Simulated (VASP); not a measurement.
Runs of VASP 6.6.1 on SnTe. The structure is that of space group Fm-3m (No. 225), or close to it. The cells are those of the table. 

```csv
level,cell,gap on the mesh (eV),pressure (GPa)
PBE,"a = 4.494 Å, angles 60.0°, 2 atoms",0.02,1.1
PBE,"a = 4.479 Å, angles 60.0°, 2 atoms",(a),1.5
r2SCAN,"a = 4.533 Å, angles 60.0°, 2 atoms",0.19,-0.8
PBE,"a = 4.679 Å, angles 60.0°, 2 atoms",0.29,(c)
PBE,"a = 4.533, b = 4.578 Å, angles 59.7, 59.3, 59.7°, 2 atoms",none,-0.1
PBE,"a = 4.592 Å, angles 60.0°, 2 atoms",0.16,(b)
PBE,"a = 4.636 Å, angles 60.0°, 2 atoms",0.23,-2.4
PBE,"a = 4.502 Å, angles 60.0°, 2 atoms",-,0.8
```

Alike in all rows: task single point; potentials or basis VASP PAW PBE potentials, release 64 (Sn_d, Te); no spin polarisation; k mesh 10 × 10 × 10; cutoff (eV) 520; smearing gaussian 0.05 eV.

**Question.** Estimate the missing entries.

**Answer.** (a) 0.05; (b) -1.5; (c) -3.2.

Caveats: spin-orbit coupling is left out, which moves the levels of the heavy elements; the PAW data sets were made with another functional, which shifts forces and pressure a little (some runs).

A k mesh can miss the band edges, and the runs leave out spin-orbit coupling on Sn, Te.

A gap of «none» marks levels without a gap at the run's occupations.
